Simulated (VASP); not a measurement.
# TiO2 (I4_1/amd) in VASP: single point with PBE

Aim: the single point of TiO2 with PBE.

All numbers are computed with VASP 6.6.1; they aren't measurements. Logs are shortened: lines on timing, memory, paths and dates and some standing lists are left out, and cuts for length are marked.

### 1 The cell of the first run

Symmetry: I4_1/amd, No. 141, tetragonal system. The conventional cell has a = 3.785 Å, b = 3.785 Å, c = 9.419 Å, α = 90.00°, β = 90.00°, γ = 90.00°. Within 2.6 Å of Ti (site symmetry -4m2) lie 6 O at 1.93 to 1.96 Å. O (site symmetry 2mm) has 3 Ti at 1.93 to 1.96 Å and 2 O at 2.46 Å within 2.6 Å.

### 2 Single point, PBE

File INCAR:

```
SYSTEM = TiO2
  PREC = Accurate
  ENCUT = 520
  EDIFF = 1E-7
  ISMEAR = 0
  SIGMA = 0.01
  LREAL = .False.
  LASPH = .True.
  NELM = 80
  ALGO = Normal
  ISIF = 2
  LWAVE = .False.
  LCHARG = .False.
  GGA = PE
  NBANDS = 60
```

File KPOINTS:

```
regular mesh
0
Gamma
  6 6 3
  0 0 0
```

File POSCAR:

```
TiO2
1.0
    3.7850000000      0.0000000000      0.0000000000
    0.0000000000      3.7850000000      0.0000000000
    0.0000000000      0.0000000000      9.4188600000
Ti O
4 8
Direct
    0.0000000000      0.0000000000      0.0000000000
    0.5000000000      0.5000000000      0.5000000000
    0.0000000000      0.5000000000      0.2500000000
    0.5000000000      0.0000000000      0.7500000000
    0.0000000000      0.0000000000      0.2081000000
    0.5000000000      0.5000000000      0.7081000000
    0.0000000000      0.5000000000      0.4581000000
    0.5000000000      0.0000000000      0.9581000000
    0.5000000000      0.0000000000      0.5419000000
    0.0000000000      0.5000000000      0.0419000000
    0.5000000000      0.5000000000      0.2919000000
    0.0000000000      0.0000000000      0.7919000000
```

Potentials or basis: VASP PAW PBE potentials, release 64 (Ti_sv, O).

The run is started by

```bash
> cat potpaw_PBE.64/Ti_sv/POTCAR potpaw_PBE.64/O/POTCAR > POTCAR
> mpirun -np 1 vasp_std > vasp.out
```

OUTCAR:

```text
SYSTEM = TiO2
   PREC = Accurate
   ENCUT = 520
   EDIFF = 1E-7
   ISMEAR = 0
   LREAL = .False.
   LASPH = .True.
   NELM = 80
   ISIF = 2
   GGA = PE

 ion  position               nearest neighbor table
   1  0.000  0.000  0.000-   8 1.93  10 1.93  10 1.93   8 1.93   5 1.96  12 1.96
   2  0.500  0.500  0.500-   7 1.93   9 1.93   9 1.93   7 1.93   6 1.96  11 1.96
   3  0.000  0.500  0.250-   5 1.93  11 1.93   5 1.93  11 1.93  10 1.96   7 1.96
   4  0.500  0.000  0.750-   6 1.93  12 1.93   6 1.93  12 1.93   9 1.96   8 1.96
   5  0.000  0.000  0.208-   3 1.93   3 1.93   1 1.96
   6  0.500  0.500  0.708-   4 1.93   4 1.93   2 1.96
   7  0.000  0.500  0.458-   2 1.93   2 1.93   3 1.96
   8  0.500  0.000  0.958-   1 1.93   1 1.93   4 1.96
   9  0.500  0.000  0.542-   2 1.93   2 1.93   4 1.96
  10  0.000  0.500  0.042-   1 1.93   1 1.93   3 1.96
  11  0.500  0.500  0.292-   3 1.93   3 1.93   2 1.96
  12  0.000  0.000  0.792-   4 1.93   4 1.93   1 1.96

  LATTYP: Found a simple tetragonal cell.
 ALAT       =     3.7850000000
 C/A-ratio  =     2.4884702774

  Lattice vectors:

 A1 = (   3.7850000000,   0.0000000000,   0.0000000000)
 A2 = (   0.0000000000,   3.7850000000,   0.0000000000)
 A3 = (   0.0000000000,   0.0000000000,   9.4188600000)

Analysis of symmetry for initial positions (statically):
=====================================================================
 Subroutine PRICEL returns following result:

  LATTYP: Found a body centered tetragonal cell.
 ALAT       =     3.7850000000
 C/A-ratio  =     2.4884702774

  Lattice vectors:

 A1 = (  -1.8925000000,   1.8925000000,   4.7094300000)
 A2 = (   1.8925000000,  -1.8925000000,   4.7094300000)
 A3 = (   1.8925000000,   1.8925000000,  -4.7094300000)

   2 primitive cells build up your supercell.

 Routine SETGRP: Setting up the symmetry group for a
 simple tetragonal supercell.

 Subroutine GETGRP returns: Found 16 space group operations
 (whereof  8 operations were pure point group operations)
 out of a pool of 16 trial point group operations.

The static configuration has the point symmetry D_2d.
 The point group associated with its full space group is D_4h.

Analysis of symmetry for dynamics (positions and initial velocities):
=====================================================================
 Subroutine PRICEL returns following result:

  LATTYP: Found a body centered tetragonal cell.
 ALAT       =     3.7850000000
 C/A-ratio  =     2.4884702774

  Lattice vectors:

 A1 = (  -1.8925000000,   1.8925000000,   4.7094300000)
 A2 = (   1.8925000000,  -1.8925000000,   4.7094300000)
 A3 = (   1.8925000000,   1.8925000000,  -4.7094300000)

   2 primitive cells build up your supercell.

 Routine SETGRP: Setting up the symmetry group for a
 simple tetragonal supercell.

 Subroutine GETGRP returns: Found 16 space group operations
 (whereof  8 operations were pure point group operations)
 out of a pool of 16 trial point group operations.

The dynamic configuration has the point symmetry D_2d.
 The point group associated with its full space group is D_4h.

 Subroutine INISYM returns: Found 16 space group operations
 (whereof  8 operations are pure point group operations),
 and found     2 'primitive' translations

----------------------------------------------------------------------------------------

                                     Primitive cell

  volume of cell :      67.4684

  direct lattice vectors                    reciprocal lattice vectors
    -1.892500000  1.892500000  4.709430000    -0.000000000  0.264200793  0.106169961
     1.892500000 -1.892500000  4.709430000     0.264200793  0.000000000  0.106169961
     1.892500000  1.892500000 -4.709430000     0.264200793  0.264200793 -0.000000000

  length of vectors
     5.416811186  5.416811186  5.416811186     0.284735174  0.284735174  0.373636344

  position of ions in fractional coordinates (direct lattice)
     0.000000000  0.000000000  0.000000000
     0.750000000  0.250000000  0.500000000
     0.208100000  0.208100000  1.000000000
     0.958100000  0.458100000  0.500000000
     0.541900000  0.041900000  0.500000000
     0.791900000  0.791900000  1.000000000

  ion indices of the primitive-cell ions
   primitive index   ion index
                 1           1
                 2           3
                 3           5
                 4           8
                 5          10
                 6          12

----------------------------------------------------------------------------------------

 KPOINTS: regular mesh

Automatic generation of k-mesh.
 Grid dimensions read from file:
 generate k-points for:    6    6    3

 Generating k-lattice:

  Cartesian coordinates                     Fractional coordinates (reciprocal lattice)
     0.044033465  0.000000000  0.000000000     0.166666667  0.000000000  0.000000000
     0.000000000  0.044033465  0.000000000     0.000000000  0.166666667  0.000000000
     0.000000000  0.000000000  0.035389987     0.000000000  0.000000000  0.333333333

  Length of vectors
     0.044033465  0.044033465  0.035389987

  Shift w.r.t. Gamma in fractional coordinates (k-lattice)
     0.000000000  0.000000000  0.000000000

 Subroutine IBZKPT returns following result:
 ===========================================

 Found     20 irreducible k-points:

 Following reciprocal coordinates:
            Coordinates               Weight
  0.000000  0.000000  0.000000      1.000000
  0.166667  0.000000  0.000000      4.000000
  0.333333  0.000000  0.000000      4.000000
  0.500000  0.000000  0.000000      2.000000
  0.166667  0.166667  0.000000      4.000000
  0.333333  0.166667  0.000000      8.000000
[... 12 lines left out ...]
  0.500000  0.333333  0.333333      8.000000
  0.500000  0.500000  0.333333      2.000000
   k-points           NKPTS =     20   k-points in BZ     NKDIM =     20   number of bands    NBANDS=     60
   number of dos      NEDOS =    301   number of ions     NIONS =     12
   total plane-waves  NPLWV =  54880
   dimension x,y,z NGX =    28 NGY =   28 NGZ =   70
   dimension x,y,z NGXF=    56 NGYF=   56 NGZF=  140
   ions per type =               4   8
   NGX,Y,Z   is equivalent  to a cutoff of  12.30, 12.30, 12.36 a.u.
   NGXF,Y,Z  is equivalent  to a cutoff of  24.60, 24.60, 24.71 a.u.
 SYSTEM =  TiO2
   PREC   = accura    normal or accurate (medium, high low for compatibility)
   ISTART =      0    job   : 0-new  1-cont  2-samecut
   ICHARG =      2    charge: 1-file 2-atom 10-const
   ISPIN  =      1    spin polarized calculation?
   LNONCOLLINEAR =      F non collinear calculations
   LSORBIT =      F    spin-orbit coupling
   LASPH  =      T    aspherical Exc in radial PAW
   ENCUT  =  520.0 eV  38.22 Ry    6.18 a.u.   7.04  7.04 17.51*2*pi/ulx,y,z
   NELM   =     80;   NELMIN=  2; NELMDL= -5     # of ELM steps
   EDIFF  = 0.1E-06   stopping-criterion for ELM
   LREAL  =      F    real-space projection
   EDIFFG = 0.1E-05   stopping-criterion for IOM
   NSW    =      0    number of steps for IOM
   IBRION =     -1    ionic relax: 0-MD 1-quasi-New 2-CG
   NFREE  =      0    steps in history (QN), initial steepest desc. (CG)
   ISIF   =      2    stress and relaxation
   ISYM   =      2    0-nonsym 1-usesym 2-fastsym
   POTIM  = 0.5000    time-step for ionic-motion
   TEBEG  =    0.0;   TEEND  =   0.0 temperature during run
   PSTRESS=    0.0 pullay stress
   NELECT =      96.0000    total number of electrons
   NUPDOWN=      -1.0000    fix difference up-down
   EMIN   =  10.00;   EMAX   =-10.00  energy-range for DOS
   EFERMI =   0.00;   METHOD = LEGACY
   ISMEAR =     0;   SIGMA  =   0.01  broadening in eV -4-tet -1-fermi 0-gaus
   EFERMI_NEDOS =   21; number of points for ismear=-14 and -15
   IALGO  =     38    algorithm
   IMIX   =      4    mixing-type and parameters
     AMIX     =   0.40;   BMIX     =  1.00
     AMIX_MAG =   1.60;   BMIX_MAG =  1.00
  volume/ion in A,a.u.               =      11.24        75.88
  Fermi-wavevector in a.u.,A,eV,Ry     =   1.461465  2.761769 29.060427  2.135881
  Thomas-Fermi vector in A             =   2.577794
   LORBIT       =      0    0 simple, 1 ext, 2 COOP (PROOUT), +10 PAW based schemes
   GGA     = PE    functional components
   LHFCALC =     F    Hartree Fock is set to
   AEXX    =    0.0000 exact exchange contribution
   IVDW    =     0    specifies the selected vdW correction
   LEPSILON=     F    determine dielectric tensor
   LRPA    =     F    only Hartree local field effects (RPA)
 non-spin polarized calculation
 Gauss-broadening in eV      SIGMA  =   0.01
  energy-cutoff  :      520.00
  volume of cell :      134.94
 maximum number of plane-waves:      3658
   NGX = 15   NGY = 15   NGZ = 35

 number of electron      95.9999952 magnetization

 Free energy of the ion-electron system (eV)
  ---------------------------------------------------
  ext. energy  EPLUGINS =         0.00000000
  ---------------------------------------------------
  free energy    TOTEN  =      -107.57527861 eV

  energy without entropy =     -107.57527861  energy(sigma->0) =     -107.57527861

 E-fermi :   3.4913     XC(G=0): -10.7853

 val. band max:        3.4332693091   @ k =   0.5000   0.5000   0.0000
 cond. band min:       5.5882330098   @ k =   0.0000   0.0000   0.0000
 fundamental gap:      2.1549637007
 Fermi energy:         3.4913111520

 k-point     1 :       0.0000    0.0000    0.0000
  band No.  band energies     occupation
      1     -52.8722      2.00000
      2     -52.8395      2.00000
      3     -52.8395      2.00000
      4     -52.8065      2.00000
      5     -29.3619      2.00000
      6     -29.1564      2.00000
[... 52 lines left out ...]
     59       7.7735      0.00000
     60       7.7735      0.00000

 k-point     2 :       0.1667    0.0000    0.0000
  band No.  band energies     occupation
      1     -52.8694      2.00000
      2     -52.8411      2.00000
      3     -52.8367      2.00000
      4     -52.8081      2.00000
      5     -29.3605      2.00000
      6     -29.2146      2.00000
[... 52 lines left out ...]
     59       7.6680      0.00000
     60       7.8545      0.00000

 k-point     3 :       0.3333    0.0000    0.0000
  band No.  band energies     occupation
      1     -52.8623      2.00000
      2     -52.8459      2.00000
      3     -52.8295      2.00000
      4     -52.8130      2.00000
      5     -29.3560      2.00000
      6     -29.2886      2.00000
[... 1060 lines left out ...]
     59       8.2311      0.00000
     60       8.2311      0.00000

 k-point    20 :       0.5000    0.5000    0.3333
  band No.  band energies     occupation
      1     -52.8348      2.00000
      2     -52.8348      2.00000
      3     -52.8348      2.00000
      4     -52.8348      2.00000
      5     -29.3168      2.00000
      6     -29.3168      2.00000
[... 52 lines left out ...]
     59       8.3986      0.00000
     60       8.3986      0.00000

------------------------ aborting loop because EDIFF is reached ----------------------------------------

  FORCE on cell =-STRESS in cart. coord.  units (eV):
  Direction    XX          YY          ZZ          XY          YZ          ZX
  --------------------------------------------------------------------------------------
  -------------------------------------------------------------------------------------
  Total        5.7364541      5.7364541      9.4571632      0.0000000      0.0000000     -0.0000000
  in kB       68.1120575     68.1120575    112.2900714      0.0000000      0.0000000     -0.0000000
  external PRESSURE =      82.8380621 kB  Pullay stress =       0.0000000 kB

 VOLUME and BASIS-vectors are now :
 -----------------------------------------------------------------------------
  energy-cutoff  :      520.00
  volume of cell :      134.94
      direct lattice vectors                 reciprocal lattice vectors
     3.785000000  0.000000000  0.000000000     0.264200793  0.000000000  0.000000000
     0.000000000  3.785000000  0.000000000     0.000000000  0.264200793  0.000000000
     0.000000000  0.000000000  9.418860000     0.000000000  0.000000000  0.106169961

 POSITION                                       TOTAL-FORCE (eV/Angst)
 -----------------------------------------------------------------------------------
      0.00000      0.00000      0.00000         0.000000      0.000000      0.000000
      1.89250      1.89250      4.70943        -0.000000      0.000000      0.000000
      0.00000      1.89250      2.35472         0.000000     -0.000000      0.000000
      1.89250      0.00000      7.06414         0.000000     -0.000000      0.000000
      0.00000      0.00000      1.96006        -0.000000     -0.000000      0.332700
      1.89250      1.89250      6.66949        -0.000000      0.000000      0.332700
      0.00000      1.89250      4.31478        -0.000000     -0.000000      0.332700
      1.89250      0.00000      9.02421         0.000000     -0.000000      0.332700
      1.89250      0.00000      5.10408         0.000000      0.000000     -0.332700
      0.00000      1.89250      0.39465         0.000000      0.000000     -0.332700
      1.89250      1.89250      2.74937        -0.000000      0.000000     -0.332700
      0.00000      0.00000      7.45880         0.000000      0.000000     -0.332700
 -----------------------------------------------------------------------------------
    total drift:                                0.000000      0.000000      0.000000

  FREE ENERGIE OF THE ION-ELECTRON SYSTEM (eV)
  ---------------------------------------------------
  free  energy   TOTEN  =      -107.5752786125 eV

  energy  without entropy=     -107.5752786125  energy(sigma->0) =     -107.57527861
```

It took 2.6 min on 1 thread of Intel Xeon Platinum 8488C (Sapphire Rapids), shared host; peak memory 0.28 GiB.

What came out:

| Item | Value |
| --- | --- |
| Free energy | -107.5753 eV |
| Pressure | 8.3 GPa |
| Largest force | 0.333 eV/Å |
| Band gap on the k mesh | 2.15 eV |

Forces in eV/Å, atoms in the order of the input:
```
Ti   0.000  0.000  0.000
Ti   0.000  0.000  0.000
Ti   0.000  0.000  0.000
Ti   0.000  0.000  0.000
O    0.000  0.000  0.333
O    0.000  0.000  0.333
O    0.000  0.000  0.333
O    0.000  0.000  0.333
O    0.000  0.000 -0.333
O    0.000  0.000 -0.333
O    0.000  0.000 -0.333
O    0.000  0.000 -0.333
```

Caveat: the cell stands under pressure; an odd mesh through Γ misses points on the zone boundary, where band edges can lie.
